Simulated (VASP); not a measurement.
Write the native input for VASP 6.6.1 that does the following.

- Task: single point
- Functional: PBEsol
- Potentials or basis: VASP PAW PBE potentials, release 64 (As)
- Cutoff: 520 eV
- k mesh: 12 × 12 × 12
- Occupations: gaussian, width 0.05 eV
- Spin: no spin polarisation
- Dipole correction: no
- Further INCAR settings: ALGO = Normal; EDIFF = 1e-07; NBANDS = 12

The structure of As lies in POSCAR:

```
As
1.0
    1.8913928289      1.0919961589      3.3611651760
   -1.8913928289      1.0919961589      3.3611651760
    0.0000000000     -2.1839923178      3.3611651760
As
2
Direct
    0.2302352090      0.2302352090      0.2302352090
    0.7697647910      0.7697647910      0.7697647910
```

These files were run (other wordings do the same):

INCAR

```
SYSTEM = As
PREC = Accurate ; ENCUT = 520
EDIFF = 1E-7 ; ISMEAR = 0
SIGMA = 0.05 ; LREAL = .FALSE.
LASPH = .TRUE. ; NELM = 60
ALGO = Normal ; ISIF = 2
LWAVE = .FALSE. ; LCHARG = .FALSE.
GGA = PS ; NBANDS = 12
```

KPOINTS

```
Automatic mesh
0
G
  12 12 12
  0 0 0
```

Potentials or basis: VASP PAW PBE potentials, release 64 (As).

Command:

```console
$ cat potpaw_PBE.64/As/POTCAR > POTCAR
$ mpirun -np 1 vasp_std > vasp.out
```

It gave:

```json
{
  "Pressure": "0.4 GPa",
  "Largest force": "0.057 eV/Å",
  "Band gap on the k mesh": "zero (band 5 reaches 5.71 eV, above the bottom of band 6 at 5.37 eV)"
}
```

Caveat: the PAW data sets were made with another functional, which shifts forces and pressure a little.

Wall time 110 s on 1 thread of AMD EPYC 7R13, with other jobs on the host, peak memory 0.19 GiB.
